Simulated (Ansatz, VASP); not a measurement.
# Two plane-wave programs on CsPbCl3

```
CELL_PARAMETERS angstrom
5.60500 0.00000 0.00000
0.00000 5.60500 0.00000
0.00000 0.00000 5.60500
ATOMIC_POSITIONS crystal
Pb 0.50000 0.50000 0.50000
Cs 0.00000 0.00000 0.00000
Cl 0.50000 0.00000 0.50000
Cl 0.00000 0.50000 0.50000
Cl 0.50000 0.50000 0.00000
```

Alike in both runs: task single point; functional B3LYP; k mesh 3 × 3 × 3; occupations fermi-dirac, width 0.05 eV; no spin polarisation.

|  | VASP | Ansatz |
| --- | --- | --- |
| version | VASP 6.6.1 | Ansatz 0.2.0 |
| potentials or method | VASP PAW PBE potentials, release 64 (Pb_d, Cs_sv, Cl) | Ansatz PAW |
| plane-wave cutoff (eV) | 520 | 420 |
| valence electrons in the cell | 44 | 44 |

```csv
,VASP,Ansatz,Ansatz less VASP
gap on the k mesh at the Fermi level (eV),5.51,5.50,-0.014
least direct gap on the mesh (eV),5.51,5.50,-0.014
pressure (GPa),2.2,2.3,+0.09
```

VASP's potentials were made for PBE, not for B3LYP. With one functional, cell and mesh, what is left measures potentials, basis and numerics.

Neither program's run includes spin-orbit coupling. Noted on Ansatz's run: odd divisions of the mesh miss points on the zone boundary, where band edges often lie, so the gap on the mesh can be too wide.
